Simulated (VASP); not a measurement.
CdF2:

```xyz
3
Lattice="0.0000 2.6826 2.6826 2.6826 0.0000 2.6826 2.6826 2.6826 0.0000" Properties=species:S:1:pos:R:3 pbc="T T T"
Cd    0.0000    0.0000    0.0000
F     1.3413    1.3413    1.3413
F     4.0239    4.0239    4.0239
```

Base run:

| Quantity | Value |
| --- | --- |
| Program | VASP 6.6.1 |
| Functional | r2SCAN |
| Potentials or basis | VASP PAW PBE potentials, release 64 (Cd, F) |
| Cutoff | 520 eV |
| k mesh | 8 × 8 × 8 |
| Occupations | gaussian, width 0.01 eV |
| Spin | no spin polarisation |

Its results: band gap on the k mesh 3.80 eV (least direct gap 4.28 eV); pressure 2.6 GPa.

**Question.** The run is repeated on the same cell with these changes: functional from r2SCAN to PBE. What comes out?

**Answer.** Band gap on the k mesh 3.11 eV (least direct gap 3.60 eV); pressure 7.8 GPa.

Caveats: the PAW data sets were made with another functional, which shifts forces and pressure a little (at least some runs); the cell stands under pressure (at least some runs).

A k mesh can miss the band edges.
